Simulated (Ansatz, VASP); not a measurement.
## BN in VASP and in Ansatz

```xyz
4
Lattice="2.5025 0.0000 0.0000 -1.2512 2.1672 0.0000 0.0000 0.0000 4.2125" Properties=species:S:1:pos:R:3 pbc="T T T"
B     0.0000    1.4448    0.0003
B     1.2512    0.7224    2.1065
N     0.0000    1.4448    1.5751
N     1.2512    0.7224    3.6814
```

Change from the starting cell: strained cell.

Alike in both runs: functional PBEsol; k mesh 9 × 9 × 6; occupations gaussian, width 0.02 eV; no spin polarisation.

Ansatz relaxed the structure, and its values are those at the end. VASP's run is a single point on that final structure, the one shown.

|  | VASP | Ansatz |
| --- | --- | --- |
| version | VASP 6.6.1 | Ansatz 0.2.0 |
| potentials or method | VASP PAW PBE potentials, release 64 (B, N), cutoff 520 eV | scalar-relativistic, plane waves, PAW |
| valence electrons in the cell | 16 | 16 |

```csv
,VASP,Ansatz,Ansatz less VASP
gap on the k mesh at the Fermi level (eV),4.79,4.80,+0.012
least direct gap on the mesh (eV),8.16,8.15,-0.002
pressure (GPa),12.3,11.3,-0.96
rms of the force components (eV/Å),0.006,0.000,-0.0058
```

VASP's potentials were made for PBE, not for PBEsol, and Ansatz warns of the same on its side. Ansatz's warnings: stress scf threshold loose.
